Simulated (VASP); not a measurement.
# AlGa3As4 (P-43m) in VASP: electric field gradients with PBEsol

Aim: the electric field gradients of AlGa3As4 with PBEsol.

All numbers are computed with VASP 6.6.1; they aren't measurements. Logs are shortened: lines on timing, memory, paths and dates and some standing lists are left out, and cuts for length are marked.

## 1. The cell of the first run

The structure is cubic, space group P-43m (No. 215). The conventional cell has a = 5.664 Å, b = 5.664 Å, c = 5.664 Å, α = 90.00°, β = 90.00°, γ = 90.00°. Al (site symmetry -43m) has 4 As at 2.45 Å within 3.2 Å. Within 3.2 Å of Ga (site symmetry -42m) lie 4 As at 2.45 Å. Within 3.2 Å of As (site symmetry 3m) lie 1 Al at 2.45 Å and 3 Ga at 2.45 Å.

## 2. Electric field gradients, PBEsol

Input file INCAR:

```
PREC = Accurate
ENCUT = 520
EDIFF = 1E-8
ISMEAR = 0
SIGMA = 0.01
LREAL = False
LASPH = True
NELM = 60
ALGO = Normal
ISIF = 2
LWAVE = False
LCHARG = False
GGA = PS
LEFG = True
NBANDS = 41
```

Input file KPOINTS:

```
regular mesh
0
Gamma
  6 6 6
```

Input file POSCAR:

```
AlGa3As4
1.0
    5.6636625033      0.0000000000      0.0000000000
    0.0000000000      5.6636625033      0.0000000000
    0.0000000000      0.0000000000      5.6636625033
Al Ga As
1 3 4
Direct
    0.0000000000      0.0000000000      0.0000000000
    0.5000000000      0.5000000000      0.0000000000
    0.5000000000      0.0000000000      0.5000000000
    0.0000000000      0.5000000000      0.5000000000
    0.7500008592      0.7500008592      0.2499991408
    0.7500008592      0.2499991408      0.7500008592
    0.2499991408      0.7500008592      0.7500008592
    0.2499991408      0.2499991408      0.2499991408
```

Potentials or basis: VASP PAW PBE potentials, release 64 (Al, Ga_d, As).

On the command line:

```bash
$ cat potpaw_PBE.64/Al/POTCAR potpaw_PBE.64/Ga_d/POTCAR potpaw_PBE.64/As/POTCAR > POTCAR
$ mpirun -np 1 vasp_std > vasp.out
```

OUTCAR:

```text
PREC = Accurate
   ENCUT = 520
   EDIFF = 1E-8
   ISMEAR = 0
   LREAL = False
   LASPH = True
   NELM = 60
   ISIF = 2
   GGA = PS

 ion  position               nearest neighbor table
   1  0.000  0.000  0.000-   5 2.45   6 2.45   7 2.45   8 2.45
   2  0.500  0.500  0.000-   5 2.45   6 2.45   7 2.45   8 2.45
   3  0.500  0.000  0.500-   5 2.45   6 2.45   7 2.45   8 2.45
   4  0.000  0.500  0.500-   5 2.45   6 2.45   7 2.45   8 2.45
   5  0.750  0.750  0.250-   1 2.45   2 2.45   3 2.45   4 2.45
   6  0.750  0.250  0.750-   1 2.45   2 2.45   3 2.45   4 2.45
   7  0.250  0.750  0.750-   1 2.45   2 2.45   3 2.45   4 2.45
   8  0.250  0.250  0.250-   1 2.45   2 2.45   3 2.45   4 2.45

  LATTYP: Found a simple cubic cell.
 ALAT       =     5.6636625033

  Lattice vectors:

 A1 = (   5.6636625033,   0.0000000000,   0.0000000000)
 A2 = (   0.0000000000,   5.6636625033,   0.0000000000)
 A3 = (   0.0000000000,   0.0000000000,   5.6636625033)

Analysis of symmetry for initial positions (statically):
=====================================================================
 Subroutine PRICEL returns:
 Original cell was already a primitive cell.

 Routine SETGRP: Setting up the symmetry group for a
 simple cubic supercell.

 Subroutine GETGRP returns: Found 24 space group operations
 (whereof 24 operations were pure point group operations)
 out of a pool of 48 trial point group operations.

The static configuration has the point symmetry T_d .

Analysis of symmetry for dynamics (positions and initial velocities):
=====================================================================
 Subroutine PRICEL returns:
 Original cell was already a primitive cell.

 Routine SETGRP: Setting up the symmetry group for a
 simple cubic supercell.

 Subroutine GETGRP returns: Found 24 space group operations
 (whereof 24 operations were pure point group operations)
 out of a pool of 48 trial point group operations.

The dynamic configuration has the point symmetry T_d .

 Subroutine INISYM returns: Found 24 space group operations
 (whereof 24 operations are pure point group operations),
 and found     1 'primitive' translations

----------------------------------------------------------------------------------------

                                     Primitive cell

  volume of cell :     181.6737

  direct lattice vectors                    reciprocal lattice vectors
     5.663662503  0.000000000  0.000000000     0.176564193  0.000000000  0.000000000
     0.000000000  5.663662503  0.000000000     0.000000000  0.176564193  0.000000000
     0.000000000  0.000000000  5.663662503     0.000000000  0.000000000  0.176564193

  length of vectors
     5.663662503  5.663662503  5.663662503     0.176564193  0.176564193  0.176564193

  position of ions in fractional coordinates (direct lattice)
     0.000000000  0.000000000  0.000000000
     0.500000000  0.500000000  0.000000000
     0.500000000  0.000000000  0.500000000
     0.000000000  0.500000000  0.500000000
     0.750000859  0.750000859  0.249999141
     0.750000859  0.249999141  0.750000859
     0.249999141  0.750000859  0.750000859
     0.249999141  0.249999141  0.249999141

  ion indices of the primitive-cell ions
   primitive index   ion index
                 1           1
                 2           2
                 3           3
                 4           4
                 5           5
                 6           6
                 7           7
                 8           8

----------------------------------------------------------------------------------------

 KPOINTS: regular mesh

Automatic generation of k-mesh.
 Grid dimensions read from file:
 generate k-points for:    6    6    6

[... 60 lines left out ...]
   EDIFFG = 0.1E-06   stopping-criterion for IOM
   NSW    =      0    number of steps for IOM
   IBRION =     -1    ionic relax: 0-MD 1-quasi-New 2-CG
   NFREE  =      0    steps in history (QN), initial steepest desc. (CG)
   ISIF   =      2    stress and relaxation
   ISYM   =      2    0-nonsym 1-usesym 2-fastsym
   POTIM  = 0.5000    time-step for ionic-motion
   TEBEG  =    0.0;   TEEND  =   0.0 temperature during run
   PSTRESS=    0.0 pullay stress
   NELECT =      62.0000    total number of electrons
   NUPDOWN=      -1.0000    fix difference up-down
   EMIN   =  10.00;   EMAX   =-10.00  energy-range for DOS
   EFERMI =   0.00;   METHOD = LEGACY
   ISMEAR =     0;   SIGMA  =   0.01  broadening in eV -4-tet -1-fermi 0-gaus
   EFERMI_NEDOS =   21; number of points for ismear=-14 and -15
   IALGO  =     38    algorithm
   IMIX   =      4    mixing-type and parameters
     AMIX     =   0.40;   BMIX     =  1.00
     AMIX_MAG =   1.60;   BMIX_MAG =  1.00
  volume/ion in A,a.u.               =      22.71       153.25
  Fermi-wavevector in a.u.,A,eV,Ry     =   1.144040  2.161923 17.807692  1.308828
  Thomas-Fermi vector in A             =   2.280734
   LORBIT       =      0    0 simple, 1 ext, 2 COOP (PROOUT), +10 PAW based schemes
   GGA     = PS    functional components
   LHFCALC =     F    Hartree Fock is set to
   AEXX    =    0.0000 exact exchange contribution
   IVDW    =     0    specifies the selected vdW correction
   LEPSILON=     F    determine dielectric tensor
   LRPA    =     F    only Hartree local field effects (RPA)
 non-spin polarized calculation
 Gauss-broadening in eV      SIGMA  =   0.01
  energy-cutoff  :      520.00
  volume of cell :      181.67
 maximum number of plane-waves:      4945
   NGX = 21   NGY = 21   NGZ = 21

 number of electron      62.0000061 magnetization

 Free energy of the ion-electron system (eV)
  ---------------------------------------------------
  ext. energy  EPLUGINS =         0.00000000
  ---------------------------------------------------
  free energy    TOTEN  =       -37.31601736 eV

  energy without entropy =      -37.31601736  energy(sigma->0) =      -37.31601736

 E-fermi :   3.8286     XC(G=0):  -9.6102

 val. band max:        3.7483771555   @ k =   0.0000   0.0000   0.0000
 cond. band min:       4.5084001882   @ k =   0.0000   0.0000   0.0000
 fundamental gap:      0.7600230328
 Fermi energy:         3.8286231917

 k-point     1 :       0.0000    0.0000    0.0000
  band No.  band energies     occupation
      1     -10.9844      2.00000
      2     -10.9844      2.00000
      3     -10.9844      2.00000
      4     -10.8910      2.00000
      5     -10.8910      2.00000
      6     -10.8910      2.00000
[... 869 lines left out ...]
     40       8.4011      0.00000
     41       8.4471      0.00000

------------------------ aborting loop because EDIFF is reached ----------------------------------------

  FORCE on cell =-STRESS in cart. coord.  units (eV):
  Direction    XX          YY          ZZ          XY          YZ          ZX
  --------------------------------------------------------------------------------------
  -------------------------------------------------------------------------------------
  Total        0.2239537      0.2239537      0.2239537      0.0000000      0.0000000     -0.0000000
  in kB        1.9750441      1.9750441      1.9750441      0.0000000      0.0000000     -0.0000000
  external PRESSURE =       1.9750441 kB  Pullay stress =       0.0000000 kB

 VOLUME and BASIS-vectors are now :
 -----------------------------------------------------------------------------
  energy-cutoff  :      520.00
  volume of cell :      181.67
      direct lattice vectors                 reciprocal lattice vectors
     5.663662503  0.000000000  0.000000000     0.176564193  0.000000000  0.000000000
     0.000000000  5.663662503  0.000000000     0.000000000  0.176564193  0.000000000
     0.000000000  0.000000000  5.663662503     0.000000000  0.000000000  0.176564193

 POSITION                                       TOTAL-FORCE (eV/Angst)
 -----------------------------------------------------------------------------------
      0.00000      0.00000      0.00000         0.000000      0.000000      0.000000
      2.83183      2.83183      0.00000         0.000000      0.000000      0.000000
      2.83183      0.00000      2.83183         0.000000      0.000000      0.000000
      0.00000      2.83183      2.83183         0.000000      0.000000      0.000000
      4.24775      4.24775      1.41591        -0.004344     -0.004344      0.004344
      4.24775      1.41591      4.24775        -0.004344      0.004344     -0.004344
      1.41591      4.24775      4.24775         0.004344     -0.004344     -0.004344
      1.41591      1.41591      1.41591         0.004344      0.004344      0.004344
 -----------------------------------------------------------------------------------
    total drift:                               -0.000000     -0.000000     -0.000000

  FREE ENERGIE OF THE ION-ELECTRON SYSTEM (eV)
  ---------------------------------------------------
  free  energy   TOTEN  =       -37.3160173598 eV

  energy  without entropy=      -37.3160173598  energy(sigma->0) =      -37.31601736

 Electric field gradients (V/A^2)
---------------------------------------------------------------------
 ion       V_xx      V_yy      V_zz      V_xy      V_xz      V_yz
---------------------------------------------------------------------
   1      -0.000    -0.000    -0.000    -0.000    -0.000     0.000
   2      -0.249    -0.249     0.497    -0.000     0.000     0.000
   3      -0.249     0.497    -0.249    -0.000     0.000     0.000
   4       0.497    -0.249    -0.249     0.000     0.000    -0.000
   5       0.000     0.000    -0.000   -22.977    22.977    22.977
   6       0.000     0.000    -0.000    22.977   -22.977    22.977
   7       0.000    -0.000    -0.000    22.977    22.977   -22.977
   8       0.000     0.000    -0.000   -22.977   -22.977   -22.977
---------------------------------------------------------------------

 Electric field gradients after diagonalization (V/A^2)
 (convention: |V_zz| > |V_xx| > |V_yy|)
----------------------------------------------------------------------
 ion       V_xx      V_yy      V_zz     asymmetry (V_yy - V_xx)/ V_zz
----------------------------------------------------------------------
   1      -0.000    -0.000    -0.000      -0.237
   2      -0.249    -0.249     0.497       0.000
   3      -0.249    -0.249     0.497       0.000
   4      -0.249    -0.249     0.497       0.000
   5      22.977    22.977   -45.955       0.000
   6      22.977    22.977   -45.955       0.000
   7      22.977    22.977   -45.955       0.000
   8      22.977    22.977   -45.955       0.000
----------------------------------------------------------------------

           NMR quadrupolar parameters

 Cq : quadrupolar parameter    Cq=e*Q*V_zz/h
 eta: asymmetry parameters     (V_yy - V_xx)/ V_zz
 Q  : nuclear electric quadrupole moment in mb (millibarn)
----------------------------------------------------------------------
 ion       Cq(MHz)       eta       Q (mb)
----------------------------------------------------------------------
   1      -0.000      -0.237       1.000
   2       0.001       0.000       1.000
   3       0.001       0.000       1.000
   4       0.001       0.000       1.000
   5      -0.111       0.000       1.000
   6      -0.111       0.000       1.000
   7      -0.111       0.000       1.000
   8      -0.111       0.000       1.000
----------------------------------------------------------------------
```

Run time: 3.1 min. Hardware: 1 thread of AMD EPYC 7R13, shared host; peak memory 0.3 GiB.

Results:

```
Free energy                             : -37.3160 eV
Pressure                                : 0.2 GPa
Band gap on the k mesh                  : 0.76 eV
Largest electric field gradient by atom : Al -0.0; Ga +0.5; As -46.0 V/Å²
```

Levels at points of the mesh, in eV from the valence-band top:
```tsv
k point	band 29	band 30	band 31	band 32	band 33	band 34
(0.00, 0.00, 0.00)	0.00	0.00	0.00	0.76	1.38	1.38
(0.50, 0.00, 0.00)	-1.65	-1.54	-1.54	1.95	2.14	3.26
(0.50, 0.50, 0.00)	-1.13	-1.13	-1.08	2.65	2.78	2.78
(0.50, 0.50, 0.50)	-1.01	-1.01	-1.01	0.98	0.98	0.98
```

Electric field gradients, principal values (V/Å²):
```
atom   least  middle  greatest (by size)
1 Al   0.000   0.000               0.000
2 Ga  -0.249  -0.249               0.497
3 Ga  -0.249  -0.249               0.497
4 Ga  -0.249  -0.249               0.497
5 As  22.977  22.977             -45.955
6 As  22.977  22.977             -45.955
7 As  22.977  22.977             -45.955
8 As  22.977  22.977             -45.955
```

Caveat: without QUAD_EFG the Cq values of the log hold for a quadrupole moment of 1 mb, not for the nuclei; the PAW data sets were made with another functional, which shifts forces and pressure a little.
